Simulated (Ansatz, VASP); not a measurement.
**One calculation of P, two programs**

```
CELL_PARAMETERS angstrom
3.28373 0.00000 0.00000
0.00000 34.85703 0.00000
0.00000 0.00000 4.72473
ATOMIC_POSITIONS crystal
P 0.00000 0.97026 0.59215
P 0.00000 0.02974 0.40785
P 0.50000 0.02974 0.09215
P 0.50000 0.97026 0.90785
```

Change from the starting cell: strain +0.0200 x Voigt [0, 0, 1, 0, 0, 0], atoms carried along.

Alike in both runs: task single point; functional PBEsol; k mesh 8 × 1 × 6; occupations gaussian, width 0.05 eV; no spin polarisation.

|  | VASP | Ansatz |
| --- | --- | --- |
| version | VASP 6.6.1 | Ansatz 0.2.0 |
| potentials or method | VASP PAW PBE potentials, release 64 (P), cutoff 520 eV | scalar-relativistic, plane waves, PAW |
| valence electrons in the cell | 20 | 20 |

|  | VASP | Ansatz | Ansatz less VASP |
| --- | --- | --- | --- |
| gap on the k mesh at the Fermi level (eV) | 1.01 | 1.00 | -0.017 |
| least direct gap on the mesh (eV) | 1.01 | 1.00 | -0.017 |
| rms of the force components (eV/Å) | 0.027 | 0.020 | -0.0063 |

VASP's potentials were made for PBE, not for PBEsol. Atom by atom the forces differ by 0.011 eV/Å (rms over components).
